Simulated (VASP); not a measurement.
# Nd2CdC2 (P-1) in VASP: single point with PBE

Aim: the single point of Nd2CdC2 with PBE.

All numbers are computed with VASP 6.6.1; they aren't measurements. Logs are shortened: lines on timing, memory, paths and dates and some standing lists are left out, and cuts for length are marked.

## 1. The cell of the first run

The typed cell holds 5 atoms: a = 4.163 Å, b = 4.176 Å, c = 6.428 Å, α = 85.42°, β = 86.73°, γ = 89.72°.

The cell was generated, and may not be a known phase.

## 2. Single point, PBE

Contents of INCAR:

```
PREC = Accurate
ENCUT = 600
EDIFF = 1E-6
ISMEAR = 0
SIGMA = 0.1
LREAL = False
LASPH = True
NELM = 200
ALGO = Normal
ISIF = 2
LWAVE = False
LCHARG = False
GGA = PE
NBANDS = 29
GGA_COMPAT = False
LMAXMIX = 6
```

Contents of KPOINTS:

```
regular mesh
0
Gamma
  4 4 4
```

Contents of POSCAR:

```
Nd2CdC2
1.0
    4.1630407537      0.0000000000      0.0000000000
    0.0202593829      4.1760697252      0.0000000000
    0.3670567593      0.5111158738      6.3975270472
Nd Cd C
2 1 2
Direct
    0.5000000000      0.0000000000      0.0000000000
    0.0000000000      0.5000000000      0.5000000000
    0.0000000000      0.5000000000      0.0000000000
    0.4947649482      0.9920587148      0.3995324120
    0.5052350518      0.0079412852      0.6004675880
```

Potentials or basis: VASP PAW PBE potentials, release 64 (Nd_3, Cd, C), 4f in core.

Run with:

```sh
> cat potpaw_PBE.64/Nd_3/POTCAR potpaw_PBE.64/Cd/POTCAR potpaw_PBE.64/C/POTCAR > POTCAR
> mpirun -np 1 vasp_std > vasp.out
```

OUTCAR:

```text
PREC = Accurate
   ENCUT = 600
   EDIFF = 1E-6
   ISMEAR = 0
   LREAL = False
   LASPH = True
   NELM = 200
   ISIF = 2
   GGA = PE

 ion  position               nearest neighbor table
   1  0.500  0.000  0.000-   4 2.56   5 2.56   3 2.94   3 2.94   3 2.96   3 2.96
   2  0.000  0.500  0.500-   4 2.93   5 2.93   3 3.21   3 3.21
   3  0.000  0.500  0.000-   1 2.94   1 2.94   1 2.96   1 2.96   2 3.21   2 3.21
   4  0.495  0.992  0.400-   5 1.30   1 2.56   2 2.93
   5  0.505  0.008  0.600-   4 1.30   1 2.56   2 2.93

  LATTYP: Found a triclinic cell.
 ALAT       =     6.4283996780
 B/A-ratio  =     0.6496358466
 C/A-ratio  =     0.6476014190
 COS(alpha) =     0.0048512467
 COS(beta)  =     0.0570992436
 COS(gamma) =     0.0797851048

  Lattice vectors:

 A1 = (  -0.3670567593,  -0.5111158738,  -6.3975270472)
 A2 = (  -0.0202593829,  -4.1760697252,   0.0000000000)
 A3 = (  -4.1630407537,   0.0000000000,   0.0000000000)

Analysis of symmetry for initial positions (statically):
=====================================================================
 Subroutine PRICEL returns:
 Original cell was already a primitive cell.

 Routine SETGRP: Setting up the symmetry group for a
 triclinic supercell.

 Subroutine GETGRP returns: Found  2 space group operations
 (whereof  2 operations were pure point group operations)
 out of a pool of  2 trial point group operations.

The static configuration has the point symmetry S_2 .

Analysis of symmetry for dynamics (positions and initial velocities):
=====================================================================
 Subroutine PRICEL returns:
 Original cell was already a primitive cell.

 Routine SETGRP: Setting up the symmetry group for a
 triclinic supercell.

 Subroutine GETGRP returns: Found  2 space group operations
 (whereof  2 operations were pure point group operations)
 out of a pool of  2 trial point group operations.

The dynamic configuration has the point symmetry S_2 .

 Subroutine INISYM returns: Found  2 space group operations
 (whereof  2 operations are pure point group operations),
 and found     1 'primitive' translations

----------------------------------------------------------------------------------------

                                     Primitive cell

[... 95 lines left out ...]
   NELM   =    200;   NELMIN=  2; NELMDL= -5     # of ELM steps
   EDIFF  = 0.1E-05   stopping-criterion for ELM
   LREAL  =      F    real-space projection
   EDIFFG = 0.1E-04   stopping-criterion for IOM
   NSW    =      0    number of steps for IOM
   IBRION =     -1    ionic relax: 0-MD 1-quasi-New 2-CG
   NFREE  =      0    steps in history (QN), initial steepest desc. (CG)
   ISIF   =      2    stress and relaxation
   ISYM   =      2    0-nonsym 1-usesym 2-fastsym
   POTIM  = 0.5000    time-step for ionic-motion
   TEBEG  =    0.0;   TEEND  =   0.0 temperature during run
   PSTRESS=    0.0 pullay stress
   NELECT =      42.0000    total number of electrons
   NUPDOWN=      -1.0000    fix difference up-down
   EMIN   =  10.00;   EMAX   =-10.00  energy-range for DOS
   EFERMI =   0.00;   METHOD = LEGACY
   ISMEAR =     0;   SIGMA  =   0.10  broadening in eV -4-tet -1-fermi 0-gaus
   EFERMI_NEDOS =   21; number of points for ismear=-14 and -15
   IALGO  =     38    algorithm
   IMIX   =      4    mixing-type and parameters
     AMIX     =   0.40;   BMIX     =  1.00
     AMIX_MAG =   1.60;   BMIX_MAG =  1.00
  volume/ion in A,a.u.               =      22.24       150.11
  Fermi-wavevector in a.u.,A,eV,Ry     =   1.183299  2.236110 19.050823  1.400196
  Thomas-Fermi vector in A             =   2.319536
   LORBIT       =      0    0 simple, 1 ext, 2 COOP (PROOUT), +10 PAW based schemes
   GGA     = PE    functional components
   LHFCALC =     F    Hartree Fock is set to
   AEXX    =    0.0000 exact exchange contribution
   IVDW    =     0    specifies the selected vdW correction
   LEPSILON=     F    determine dielectric tensor
   LRPA    =     F    only Hartree local field effects (RPA)
 non-spin polarized calculation
 Gauss-broadening in eV      SIGMA  =   0.10
  energy-cutoff  :      600.00
  volume of cell :      111.22
 maximum number of plane-waves:      3734
 NGX is ok and might be reduce to    36
   NGX = 17   NGY = 17   NGZ = 25

 number of electron      42.0000000 magnetization

 Free energy of the ion-electron system (eV)
  ---------------------------------------------------
  ext. energy  EPLUGINS =         0.00000000
  ---------------------------------------------------
  free energy    TOTEN  =       -28.34552976 eV

  energy without entropy =      -28.32190299  energy(sigma->0) =      -28.33371637

 E-fermi :   3.0731     XC(G=0):  -9.9918

 val. band max:        3.0666567313   @ k =   0.2500   0.5000   0.0000
 cond. band min:       3.0737386553   @ k =  -0.2500   0.2500  -0.0000
 fundamental gap:      0.0070819240
 Fermi energy:         3.0730906886

 k-point     1 :       0.0000    0.0000    0.0000
  band No.  band energies     occupation
      1     -35.3483      2.00000
      2     -34.2604      2.00000
      3     -16.3870      2.00000
      4     -16.3718      2.00000
      5     -16.3700      2.00000
      6     -15.5219      2.00000
[... 757 lines left out ...]
     28       6.7801      0.00000
     29       8.0061      0.00000

 [... further k-points ...]

------------------------ aborting loop because EDIFF is reached ----------------------------------------

  FORCE on cell =-STRESS in cart. coord.  units (eV):
  Direction    XX          YY          ZZ          XY          YZ          ZX
  --------------------------------------------------------------------------------------
  -------------------------------------------------------------------------------------
  Total        0.3419679      0.2570902     -0.0478154      0.0354297     -0.1053850     -0.0758424
  in kB        4.9261251      3.7034419     -0.6887915      0.5103733     -1.5180946     -1.0925262
  external PRESSURE =       2.6469251 kB  Pullay stress =       0.0000000 kB

 VOLUME and BASIS-vectors are now :
 -----------------------------------------------------------------------------
  energy-cutoff  :      600.00
  volume of cell :      111.22
      direct lattice vectors                 reciprocal lattice vectors
     4.163040754  0.000000000  0.000000000     0.240209034 -0.001165327 -0.013688841
     0.020259383  4.176069725  0.000000000     0.000000000  0.239459603 -0.019131080
     0.367056759  0.511115874  6.397527047     0.000000000  0.000000000  0.156310398

 POSITION                                       TOTAL-FORCE (eV/Angst)
 -----------------------------------------------------------------------------------
      2.08152      0.00000      0.00000        -0.000000      0.000000      0.000000
      0.19366      2.34359      3.19876         0.000000     -0.000000      0.000000
      0.01013      2.08803      0.00000         0.000000      0.000000      0.000000
      2.22648      4.34711      2.55602        -0.000792     -0.006920     -0.139192
      2.32388      0.34007      3.84151         0.000792      0.006920      0.139192
 -----------------------------------------------------------------------------------
    total drift:                                0.000000      0.000000     -0.000000

  FREE ENERGIE OF THE ION-ELECTRON SYSTEM (eV)
  ---------------------------------------------------
  free  energy   TOTEN  =       -28.3455297557 eV

  energy  without entropy=      -28.3219029888  energy(sigma->0) =      -28.33371637
```

Run time: 1.7 min. Hardware: 1 thread of Intel Xeon Platinum 8559C (Emerald Rapids), shared host; peak memory 0.33 GiB.

Results:

- Free energy: -28.3455 eV
- Pressure: 0.3 GPa
- Largest force: 0.139 eV/Å
- Band gap on the k mesh: zero (bands 21 and 22 overlap by 0.87 eV)

Forces in eV/Å, atoms in the order of the input:
```
Nd   0.000  0.000  0.000
Nd   0.000  0.000  0.000
Cd   0.000  0.000  0.000
C   -0.001 -0.007 -0.139
C    0.001  0.007  0.139
```

Levels at points of the mesh, in eV from the Fermi level:
```tsv
k point	band 17	band 18	band 19	band 20	band 21	band 22	band 23	band 24	band 25	band 26
(0.00, 0.00, 0.00)	-3.26	-2.96	-2.95	-0.18	0.62	0.74	1.59	1.77	2.14	2.74
(0.50, 0.00, 0.00)	-3.78	-3.49	-2.82	-1.44	-0.84	0.47	1.78	2.16	2.64	2.91
(0.00, 0.50, 0.00)	-3.79	-3.50	-2.81	-1.44	-0.83	0.50	1.81	2.18	2.67	2.87
(0.50, 0.50, 0.00)	-3.48	-3.47	-3.34	-0.88	-0.84	1.65	1.68	2.95	3.12	3.43
(0.00, 0.00, 0.50)	-3.04	-3.02	-2.80	0.03	0.09	0.85	1.22	1.27	2.53	2.77
(0.50, 0.00, 0.50)	-3.89	-2.57	-1.97	-1.62	-0.76	0.25	2.57	2.71	2.89	3.08
(0.00, 0.50, 0.50)	-3.88	-2.59	-1.96	-1.65	-0.72	0.25	2.65	2.73	2.84	3.14
(0.50, 0.50, 0.50)	-3.58	-3.41	-2.00	-0.75	-0.69	0.17	2.25	2.28	3.21	3.28
```

Caveat: the k points lie up to 0.38 Å⁻¹ apart, too coarse for converged energies and pressures of a metal; spin-orbit coupling is left out, which moves the levels of the heavy elements; the 4f electrons are frozen in the core, so they carry no moment and show no levels. Spin polarisation is off, so any magnetic state and its effect on volume and gap are missing.
